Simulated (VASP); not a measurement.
# SiN in VASP: a series of runs

SiN is run at these levels: PBE; tasks: single point.

Program: VASP 6.6.1. These are calculated values, not measurements. Logs are shortened: lines on timing, memory, paths and dates and some standing lists are left out, and cuts for length are marked.

## 1. The cell of the first run

The structure is cubic, space group Pm-3m (No. 221). Conventional cell: a = 2.617 Å, b = 2.617 Å, c = 2.617 Å, α = 90.00°, β = 90.00°, γ = 90.00°. Within 3.0 Å of Si (site symmetry m-3m) lie 8 N at 2.27 Å and 6 Si at 2.62 Å. Within 3.0 Å of N (site symmetry m-3m) lie 8 Si at 2.27 Å and 6 N at 2.62 Å.

## 2. Single point, PBE

INCAR

```
PREC = Accurate
ENCUT = 600
EDIFF = 1E-6
ISMEAR = 0
SIGMA = 0.2
LREAL = F
LASPH = T
NELM = 120
ALGO = Normal
ISIF = 2
LWAVE = F
LCHARG = F
GGA = PE
NBANDS = 12
GGA_COMPAT = F
```

KPOINTS

```
regular mesh
0
Gamma
  6 6 6
```

POSCAR

```
SiN
1.0
    2.6173299748      0.0000000000      0.0000000000
    0.0000000000      2.6173299748      0.0000000000
    0.0000000000      0.0000000000      2.6173299748
Si N
1 1
Direct
    0.5000000000      0.5000000000      0.5000000000
    0.0000000000      0.0000000000      0.0000000000
```

Potentials or basis: VASP PAW PBE potentials, release 64 (Si, N).

On the command line:

```console
cat potpaw_PBE.64/Si/POTCAR potpaw_PBE.64/N/POTCAR > POTCAR
mpirun -np 1 vasp_std > vasp.out
```

OUTCAR:

```text
PREC = Accurate
   ENCUT = 600
   EDIFF = 1E-6
   ISMEAR = 0
   LREAL = F
   LASPH = T
   NELM = 120
   ISIF = 2
   GGA = PE

 ion  position               nearest neighbor table
   1  0.500  0.500  0.500-   2 2.27   2 2.27   2 2.27   2 2.27   2 2.27   2 2.27   2 2.27   2 2.27

   2  0.000  0.000  0.000-   1 2.27   1 2.27   1 2.27   1 2.27   1 2.27   1 2.27   1 2.27   1 2.27

  LATTYP: Found a simple cubic cell.
 ALAT       =     2.6173299748

  Lattice vectors:

 A1 = (   2.6173299748,   0.0000000000,   0.0000000000)
 A2 = (   0.0000000000,   2.6173299748,   0.0000000000)
 A3 = (   0.0000000000,   0.0000000000,   2.6173299748)

Analysis of symmetry for initial positions (statically):
=====================================================================
 Subroutine PRICEL returns:
 Original cell was already a primitive cell.

 Routine SETGRP: Setting up the symmetry group for a
 simple cubic supercell.

 Subroutine GETGRP returns: Found 48 space group operations
 (whereof 48 operations were pure point group operations)
 out of a pool of 48 trial point group operations.

The static configuration has the point symmetry O_h .

Analysis of symmetry for dynamics (positions and initial velocities):
=====================================================================
 Subroutine PRICEL returns:
 Original cell was already a primitive cell.

 Routine SETGRP: Setting up the symmetry group for a
 simple cubic supercell.

 Subroutine GETGRP returns: Found 48 space group operations
 (whereof 48 operations were pure point group operations)
 out of a pool of 48 trial point group operations.

The dynamic configuration has the point symmetry O_h .

 Subroutine INISYM returns: Found 48 space group operations
 (whereof 48 operations are pure point group operations),
 and found     1 'primitive' translations

----------------------------------------------------------------------------------------

                                     Primitive cell

  volume of cell :      17.9298

  direct lattice vectors                    reciprocal lattice vectors
     2.617329975  0.000000000  0.000000000     0.382068753  0.000000000  0.000000000
     0.000000000  2.617329975  0.000000000     0.000000000  0.382068753  0.000000000
     0.000000000  0.000000000  2.617329975     0.000000000  0.000000000  0.382068753

  length of vectors
     2.617329975  2.617329975  2.617329975     0.382068753  0.382068753  0.382068753

  position of ions in fractional coordinates (direct lattice)
     0.500000000  0.500000000  0.500000000
     0.000000000  0.000000000  0.000000000

  ion indices of the primitive-cell ions
   primitive index   ion index
                 1           1
                 2           2

----------------------------------------------------------------------------------------

 KPOINTS: regular mesh

Automatic generation of k-mesh.
 Grid dimensions read from file:
 generate k-points for:    6    6    6

 Generating k-lattice:

  Cartesian coordinates                     Fractional coordinates (reciprocal lattice)
     0.063678126  0.000000000  0.000000000     0.166666667  0.000000000  0.000000000
     0.000000000  0.063678126  0.000000000     0.000000000  0.166666667  0.000000000
     0.000000000  0.000000000  0.063678126     0.000000000  0.000000000  0.166666667

  Length of vectors
     0.063678126  0.063678126  0.063678126

  Shift w.r.t. Gamma in fractional coordinates (k-lattice)
     0.000000000  0.000000000  0.000000000

 Subroutine IBZKPT returns following result:
 ===========================================

 Found     20 irreducible k-points:

 Following reciprocal coordinates:
            Coordinates               Weight
  0.000000  0.000000  0.000000      1.000000
  0.166667  0.000000  0.000000      6.000000
  0.333333  0.000000  0.000000      6.000000
  0.500000  0.000000  0.000000      3.000000
  0.166667  0.166667  0.000000     12.000000
  0.333333  0.166667  0.000000     24.000000
[... 12 lines left out ...]
  0.500000  0.500000  0.333333      6.000000
  0.500000  0.500000  0.500000      1.000000
   k-points           NKPTS =     20   k-points in BZ     NKDIM =     20   number of bands    NBANDS=     12
   number of dos      NEDOS =    301   number of ions     NIONS =      2
   total plane-waves  NPLWV =  13824
   dimension x,y,z NGX =    24 NGY =   24 NGZ =   24
   dimension x,y,z NGXF=    48 NGYF=   48 NGZF=   48
   ions per type =               1   1
   NGX,Y,Z   is equivalent  to a cutoff of  15.24, 15.24, 15.24 a.u.
   NGXF,Y,Z  is equivalent  to a cutoff of  30.49, 30.49, 30.49 a.u.
 SYSTEM =  unknown system
   PREC   = accura    normal or accurate (medium, high low for compatibility)
   ISTART =      0    job   : 0-new  1-cont  2-samecut
   ICHARG =      2    charge: 1-file 2-atom 10-const
   ISPIN  =      1    spin polarized calculation?
   LNONCOLLINEAR =      F non collinear calculations
   LSORBIT =      F    spin-orbit coupling
   LASPH  =      T    aspherical Exc in radial PAW
   ENCUT  =  600.0 eV  44.10 Ry    6.64 a.u.   5.23  5.23  5.23*2*pi/ulx,y,z
   NELM   =    120;   NELMIN=  2; NELMDL= -5     # of ELM steps
   EDIFF  = 0.1E-05   stopping-criterion for ELM
   LREAL  =      F    real-space projection
   EDIFFG = 0.1E-04   stopping-criterion for IOM
   NSW    =      0    number of steps for IOM
   IBRION =     -1    ionic relax: 0-MD 1-quasi-New 2-CG
   NFREE  =      0    steps in history (QN), initial steepest desc. (CG)
   ISIF   =      2    stress and relaxation
   ISYM   =      2    0-nonsym 1-usesym 2-fastsym
   POTIM  = 0.5000    time-step for ionic-motion
   TEBEG  =    0.0;   TEEND  =   0.0 temperature during run
   PSTRESS=    0.0 pullay stress
   NELECT =       9.0000    total number of electrons
   NUPDOWN=      -1.0000    fix difference up-down
   EMIN   =  10.00;   EMAX   =-10.00  energy-range for DOS
   EFERMI =   0.00;   METHOD = LEGACY
   ISMEAR =     0;   SIGMA  =   0.20  broadening in eV -4-tet -1-fermi 0-gaus
   EFERMI_NEDOS =   21; number of points for ismear=-14 and -15
   IALGO  =     38    algorithm
   IMIX   =      4    mixing-type and parameters
     AMIX     =   0.40;   BMIX     =  1.00
     AMIX_MAG =   1.60;   BMIX_MAG =  1.00
  volume/ion in A,a.u.               =       8.96        60.50
  Fermi-wavevector in a.u.,A,eV,Ry     =   1.301060  2.458646 23.031344  1.692756
  Thomas-Fermi vector in A             =   2.432218
   LORBIT       =      0    0 simple, 1 ext, 2 COOP (PROOUT), +10 PAW based schemes
   GGA     = PE    functional components
   LHFCALC =     F    Hartree Fock is set to
   AEXX    =    0.0000 exact exchange contribution
   IVDW    =     0    specifies the selected vdW correction
   LEPSILON=     F    determine dielectric tensor
   LRPA    =     F    only Hartree local field effects (RPA)
 non-spin polarized calculation
 Gauss-broadening in eV      SIGMA  =   0.20
  energy-cutoff  :      600.00
  volume of cell :       17.93
 maximum number of plane-waves:       624
 NGX is ok and might be reduce to    24
   NGX = 11   NGY = 11   NGZ = 11

 number of electron       9.0000000 magnetization

 Free energy of the ion-electron system (eV)
  ---------------------------------------------------
  ext. energy  EPLUGINS =         0.00000000
  ---------------------------------------------------
  free energy    TOTEN  =       -11.34122662 eV

  energy without entropy =      -11.32197851  energy(sigma->0) =      -11.33160257

 E-fermi :  11.1254     XC(G=0): -12.5305

 val. band max:       11.0356185251   @ k =   0.3333   0.3333   0.1667
 cond. band min:      11.2843522038   @ k =   0.5000   0.5000   0.0000
 fundamental gap:      0.2487336787
 Fermi energy:        11.1254411075

 k-point     1 :       0.0000    0.0000    0.0000
  band No.  band energies     occupation
      1      -8.0326      2.00000
      2       8.7466      2.00000
      3       8.8128      2.00000
      4       8.8128      2.00000
      5       8.8128      2.00000
      6      16.5898      0.00000
      7      16.5898      0.00000
      8      22.7585      0.00000
      9      22.7585      0.00000
     10      22.7585      0.00000
     11      32.0300      0.00000
     12      32.0300      0.00000

 k-point     2 :       0.1667    0.0000    0.0000
  band No.  band energies     occupation
      1      -7.5472      2.00000
      2       5.1113      2.00000
      3       9.1087      2.00000
      4       9.1087      2.00000
      5      10.7393      1.99368
      6      17.1168      0.00000
      7      17.6899      0.00000
      8      21.9556      0.00000
      9      21.9556      0.00000
     10      23.5792      0.00000
     11      30.9753      0.00000
     12      30.9753      0.00000

 k-point     3 :       0.3333    0.0000    0.0000
  band No.  band energies     occupation
      1      -6.2049      2.00000
      2       1.2507      2.00000
      3       9.8040      2.00000
      4       9.8040      2.00000
      5      12.1694      0.00000
      6      16.9104      0.00000
      7      18.5617      0.00000
      8      20.1932      0.00000
      9      20.1932      0.00000
     10      27.6678      0.00000
     11      27.8634      0.00000
     12      30.1900      0.00000
[... 226 lines left out ...]
 k-point    19 :       0.5000    0.5000    0.3333
  band No.  band energies     occupation
      1      -1.6137      2.00000
      2       4.7128      2.00000
      3       4.7128      2.00000
      4       7.1762      2.00000
      5       8.1226      2.00000
      6      12.0467      0.00000
      7      12.0467      0.00000
      8      14.9894      0.00000
      9      26.9772      0.00000
     10      27.8589      0.00000
     11      27.8589      0.00000
     12      36.9387      0.00000

 k-point    20 :       0.5000    0.5000    0.5000
  band No.  band energies     occupation
      1      -1.0615      2.00000
      2       5.9351      2.00000
      3       5.9351      2.00000
      4       5.9351      2.00000
      5       9.9272      2.00000
      6       9.9272      2.00000
      7       9.9272      2.00000
      8      12.2552      0.00000
      9      28.2691      0.00000
     10      28.2691      0.00000
     11      28.2691      0.00000
     12      40.2740      0.00000

------------------------ aborting loop because EDIFF is reached ----------------------------------------

  FORCE on cell =-STRESS in cart. coord.  units (eV):
  Direction    XX          YY          ZZ          XY          YZ          ZX
  --------------------------------------------------------------------------------------
  -------------------------------------------------------------------------------------
  Total       -0.0559694     -0.0559694     -0.0559694      0.0000000      0.0000000     -0.0000000
  in kB       -5.0013315     -5.0013315     -5.0013315      0.0000000      0.0000000     -0.0000000
  external PRESSURE =      -5.0013315 kB  Pullay stress =       0.0000000 kB

 VOLUME and BASIS-vectors are now :
 -----------------------------------------------------------------------------
  energy-cutoff  :      600.00
  volume of cell :       17.93
      direct lattice vectors                 reciprocal lattice vectors
     2.617329975  0.000000000  0.000000000     0.382068753  0.000000000  0.000000000
     0.000000000  2.617329975  0.000000000     0.000000000  0.382068753  0.000000000
     0.000000000  0.000000000  2.617329975     0.000000000  0.000000000  0.382068753

 POSITION                                       TOTAL-FORCE (eV/Angst)
 -----------------------------------------------------------------------------------
      1.30866      1.30866      1.30866         0.000000      0.000000      0.000000
      0.00000      0.00000      0.00000         0.000000      0.000000      0.000000
 -----------------------------------------------------------------------------------
    total drift:                               -0.000000      0.000000      0.000000

  FREE ENERGIE OF THE ION-ELECTRON SYSTEM (eV)
  ---------------------------------------------------
  free  energy   TOTEN  =       -11.3412266224 eV

  energy  without entropy=      -11.3219785081  energy(sigma->0) =      -11.33160257
```

Wall time 7.9 s (1 thread of AMD EPYC 7R13, shared host); peak memory 0.1 GiB.

What came out:

| Property | Result |
| --- | --- |
| Free energy | -11.3412 eV |
| Pressure | -0.5 GPa |

Caveat: the k points lie up to 0.40 Å⁻¹ apart.

## 3. Single point, PBE

INCAR

```
ALGO     = Normal         # electronic algorithm
EDIFF    = 1E-6           # SCF threshold, eV
ENCUT    = 600            # plane-wave cutoff, eV
GGA      = PE             # functional
GGA_COMPAT= F            
ISIF     = 2              # what is computed and relaxed
ISMEAR   = 0              # smearing method
LASPH    = T              # aspherical terms in the spheres
LCHARG   = F              # write CHGCAR
LREAL    = F              # projectors in reciprocal space
LWAVE    = F              # write WAVECAR
NBANDS   = 12             # bands
NELM     = 120            # most SCF steps
PREC     = Accurate       # precision mode
SIGMA    = 0.2            # smearing width, eV
```

KPOINTS

```
k-points
0
Gamma
  7 7 5
```

POSCAR

```
SiN
1.0
    2.6284617071      0.0000000000      0.0000000000
    0.0000000000      2.6284617071      0.0000000000
    0.0000000000      0.0000000000      2.5914060035
Si N
1 1
Direct
    0.0000000000      0.0000000000      0.0000000000
    0.5000000000      0.5000000000      0.5000000000
```

Potentials or basis: VASP PAW PBE potentials, release 64 (Si, N).

On the command line:

```console
cat potpaw_PBE.64/Si/POTCAR potpaw_PBE.64/N/POTCAR > POTCAR
mpirun -np 1 vasp_std > vasp.out
```

Wall time 10 s (1 thread of AMD EPYC 7R13, shared host); peak memory 0.1 GiB.

Results (log left out):

```
Free energy : -11.3588 eV
Pressure    : -0.6 GPa
```

Stress tensor (GPa, compression positive):
```
-0.52  0.00  0.00
 0.00 -0.52  0.00
 0.00  0.00 -0.75
```

Levels at points of the mesh, in eV from the Fermi level:
| k point | band 2 | band 3 | band 4 | band 5 | band 6 | band 7 |
| --- | --- | --- | --- | --- | --- | --- |
| (0.00, 0.00, 0.00) | -2.45 | -2.45 | -2.39 | -2.11 | 5.35 | 5.56 |

Caveat: the k points lie up to 0.48 Å⁻¹ apart.
